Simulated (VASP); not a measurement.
## Al32AgO48 (a cell with a defect) (Ag interstitial hop between voids): single point with PBE

Al32AgO48 (a cell with a defect) (Ag interstitial hop between voids):

```
CELL_PARAMETERS angstrom
4.80788 2.77583 8.74841
-4.80788 2.77583 8.74841
0.00000 -5.55167 8.74841
ATOMIC_POSITIONS crystal
Al 0.33711 0.33314 0.33971
Al 0.43181 0.43166 0.43266
Al 0.06753 0.06787 0.06802
Al 0.16510 0.15733 0.16682
Al 0.32701 0.31975 0.82320
Al 0.43261 0.43608 0.91458
Al 0.07123 0.06982 0.57958
Al 0.17277 0.17793 0.67853
Al 0.32224 0.82080 0.32785
Al 0.43081 0.91959 0.42970
Al 0.06534 0.58536 0.06897
Al 0.17961 0.67839 0.17352
Al 0.32380 0.82626 0.82145
Al 0.42807 0.92505 0.92397
Al 0.07267 0.57437 0.57676
Al 0.17644 0.67425 0.67908
Al 0.82125 0.32652 0.32161
Al 0.91835 0.42953 0.43062
Al 0.58280 0.06806 0.06716
Al 0.67731 0.17284 0.17888
Al 0.82147 0.32425 0.82497
Al 0.92393 0.42687 0.92592
Al 0.57652 0.07188 0.57493
Al 0.67846 0.17654 0.67430
Al 0.82559 0.82153 0.32315
Al 0.92522 0.92310 0.42796
Al 0.57442 0.57563 0.07272
Al 0.67442 0.67814 0.17595
Al 0.82399 0.82411 0.82316
Al 0.92639 0.92769 0.92434
Al 0.57429 0.57501 0.57227
Al 0.67663 0.67685 0.67529
O 0.21207 0.01649 0.38331
O 0.48421 0.11452 0.29297
O 0.00824 0.38951 0.21078
O 0.38948 0.19835 0.01200
O 0.11604 0.28695 0.48478
O 0.29859 0.49267 0.10894
O 0.22119 0.02706 0.87266
O 0.47459 0.12301 0.77408
O 0.02635 0.37625 0.72457
O 0.37407 0.22448 0.53620
O 0.12496 0.27369 0.96795
O 0.27864 0.47285 0.62865
O 0.22499 0.53291 0.37594
O 0.47304 0.62693 0.27892
O 0.02636 0.87232 0.22156
O 0.37703 0.72635 0.02534
O 0.12371 0.77536 0.47421
O 0.27419 0.96232 0.12734
O 0.22421 0.52377 0.88040
O 0.47257 0.63126 0.77169
O 0.02934 0.87159 0.72447
O 0.37524 0.72024 0.53015
O 0.12361 0.78126 0.96941
O 0.27685 0.97432 0.62245
O 0.72469 0.02580 0.37646
O 0.96547 0.12453 0.27598
O 0.53465 0.37332 0.22667
O 0.87198 0.22133 0.02693
O 0.62734 0.27840 0.47365
O 0.77472 0.47373 0.12349
O 0.72694 0.02853 0.86964
O 0.96997 0.12515 0.77963
O 0.52974 0.37641 0.72041
O 0.87802 0.22311 0.52512
O 0.62117 0.27636 0.97458
O 0.77503 0.47178 0.62792
O 0.71841 0.53057 0.37596
O 0.97608 0.62123 0.27589
O 0.52600 0.87700 0.22371
O 0.87015 0.72710 0.02748
O 0.62924 0.77501 0.47040
O 0.77966 0.97044 0.12374
O 0.71951 0.52815 0.87550
O 0.97210 0.62372 0.78090
O 0.52881 0.87565 0.71946
O 0.87625 0.71943 0.52826
O 0.62473 0.78018 0.97154
O 0.78059 0.97120 0.62410
Ag 0.25275 0.26676 0.22962
```

| Item | Value |
| --- | --- |
| Program | VASP 6.6.1 |
| Task | single point |
| Functional | PBE |
| Potentials or basis | VASP PAW PBE potentials, release 64 (Al, O, Ag) |
| Cutoff | 520 eV |
| k mesh | 1 × 1 × 1 |
| Occupations | fermi-dirac, width 0.01 eV |
| Spin | no spin polarisation |
| Dipole correction | no |
| Charge | 1 |
| Further INCAR settings | LREAL = Auto; ALGO = Normal; EDIFF = 1e-06; NBANDS = 244; NELECT = 394.0 |

The largest force is 0.023 eV/Å.

Forces on the atoms (eV/Å):
```
Al  -0.001  0.002  0.011
Al   0.001 -0.002  0.011
Al   0.001 -0.001 -0.008
Al   0.000 -0.002 -0.011
Al   0.001 -0.002 -0.012
Al   0.001  0.004  0.005
Al   0.000 -0.001 -0.005
Al   0.003 -0.001  0.016
Al   0.003  0.002 -0.014
Al   0.002 -0.003  0.010
Al  -0.005  0.001 -0.009
Al  -0.002 -0.003  0.018
Al   0.002  0.002 -0.005
Al  -0.003 -0.002  0.012
Al   0.001  0.001 -0.011
Al  -0.001  0.000  0.006
Al   0.001 -0.003 -0.016
Al  -0.001 -0.005  0.008
Al   0.000  0.004 -0.015
Al   0.000  0.002  0.016
Al   0.001  0.003 -0.006
Al   0.004  0.000  0.007
Al  -0.004  0.000 -0.008
Al   0.001 -0.002  0.003
Al  -0.001  0.001 -0.006
Al  -0.003  0.003  0.009
Al   0.002 -0.004 -0.007
Al   0.004  0.003  0.005
Al  -0.001  0.000 -0.008
Al  -0.003 -0.001  0.005
Al   0.001 -0.001 -0.006
Al  -0.003  0.003  0.008
O   -0.008  0.014  0.007
O   -0.011 -0.001 -0.007
O    0.009  0.005  0.001
O   -0.006 -0.011  0.011
O    0.000  0.008 -0.006
O    0.011 -0.015 -0.013
O   -0.002  0.002 -0.004
O   -0.003 -0.003  0.003
O    0.001  0.002 -0.003
O    0.008 -0.008  0.001
O   -0.007  0.008  0.004
O    0.002 -0.003  0.001
O   -0.010 -0.001 -0.002
O   -0.002  0.000  0.003
O    0.000 -0.002 -0.002
O   -0.001 -0.003  0.000
O    0.000  0.001  0.002
O    0.010  0.005 -0.002
O    0.000  0.002  0.001
O   -0.001 -0.001  0.000
O    0.002  0.003  0.002
O    0.002 -0.003 -0.003
O    0.002  0.001  0.002
O   -0.001  0.001 -0.001
O   -0.005 -0.001 -0.003
O   -0.005 -0.007  0.000
O    0.006  0.011 -0.005
O   -0.001 -0.002 -0.001
O    0.001  0.001  0.003
O    0.005  0.001  0.001
O   -0.004  0.001  0.003
O   -0.004 -0.005  0.000
O    0.003  0.003 -0.001
O   -0.002  0.001  0.003
O   -0.001 -0.005 -0.002
O    0.003 -0.001  0.001
O    0.002  0.002  0.001
O    0.003  0.000 -0.005
O   -0.004 -0.003  0.004
O   -0.002 -0.006  0.000
O    0.003  0.006  0.000
O    0.000 -0.001  0.001
O   -0.003  0.001  0.000
O   -0.003 -0.007  0.000
O    0.004  0.004  0.000
O    0.002 -0.004 -0.001
O    0.000  0.005  0.002
O    0.006 -0.001 -0.001
Ag   0.000  0.008  0.003
```

Levels at points of the mesh, in eV from the Fermi level:
| k point | band 194 | band 195 | band 196 | band 197 | band 198 | band 199 | band 200 | band 201 |
| --- | --- | --- | --- | --- | --- | --- | --- | --- |
| (0.00, 0.00, 0.00) | -1.93 | -1.89 | -0.29 | -0.25 | 3.53 | 5.29 | 5.32 | 6.24 |

Wall time 8.5 min on 1 thread of Oxide Virtual Turin-like Processor, on a shared host, peak memory 0.92 GiB.

Caveat: the k points lie up to 0.79 Å⁻¹ apart; the cell carries a net charge on a neutralising background, which shifts energy and pressure; the cell is charged against a uniform background, so pressure and absolute levels hang on convention.
